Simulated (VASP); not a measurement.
The system is MgB2H.

```xyz
4
Lattice="3.2009 0.0000 0.0000 -1.6005 2.7721 0.0000 0.0000 0.0000 4.7228" Properties=species:S:1:pos:R:3 pbc="T T T"
Mg    0.0000    0.0000    2.3614
B     0.0000    1.8481    0.0000
B     1.6005    0.9240    0.0000
H     0.0000    0.0000    0.0000
```

```yaml
Program: VASP 6.6.1
Task: relaxation of cell and atoms
Functional: PBE
Potentials_or_basis: VASP PAW PBE potentials, release 64 (Mg, B, H)
Cutoff: 600 eV
k_mesh: 6 × 6 × 4
Occupations: gaussian, width 0.1 eV
Spin: no spin polarisation
```

At the start: pressure -18.0 GPa; volume 10.48 Å³/atom.

Problem. How do energy, volume and symmetry change on relaxing?

Solution. Over 11 steps the energy falls by 135.4 meV/atom and the volume is 8.36 Å³/atom (-20.2 %); space group P6/mmm (No. 191, to 0.05 Å).

The path:
| step | energy change (eV) | largest force (eV/Å) | pressure (GPa) | volume (Å³) |
| --- | --- | --- | --- | --- |
| 1 | 0.0000 | 0.0000 | -18.03 | 41.91 |
| 2 | -0.4618 | 0.0000 | 0.68 | 35.13 |
| 3 | -0.4643 | 0.0000 | -0.89 | 35.51 |
| 4 | -0.4642 | 0.0000 | -1.38 | 35.63 |
| 5 | -0.4823 | 0.0000 | -1.71 | 35.25 |
| 6 | -0.5373 | 0.0000 | -1.68 | 34.10 |
| 7 | -0.5389 | 0.0000 | -1.24 | 33.57 |
| 8 | -0.5400 | 0.0000 | -1.40 | 33.75 |
| 9 | -0.5401 | 0.0000 | -1.44 | 33.81 |
| 10 | -0.5395 | 0.0000 | 1.74 | 33.03 |
| 11 | -0.5417 | 0.0000 | 0.00 | 33.45 |

Final structure:
```cif
data_structure
_symmetry_space_group_name_H-M 'P 1'
_symmetry_Int_Tables_number 1
_cell_length_a 3.0058
_cell_length_b 3.0058
_cell_length_c 4.2745
_cell_angle_alpha 90.000
_cell_angle_beta 90.000
_cell_angle_gamma 120.000
_cell_volume 33.45
loop_
_atom_site_label
_atom_site_type_symbol
_atom_site_fract_x
_atom_site_fract_y
_atom_site_fract_z
_atom_site_occupancy
Mg1 Mg 0.00000 0.00000 0.50000 1
B1 B 0.33333 0.66667 0.00000 1
B2 B 0.66667 0.33333 0.00000 1
H1 H 0.00000 0.00000 0.00000 1
```

Caveat: the k points lie up to 0.40 Å⁻¹ apart in the final cell; the volume moved by over 15 % at a fixed basis, so the end points are rough.
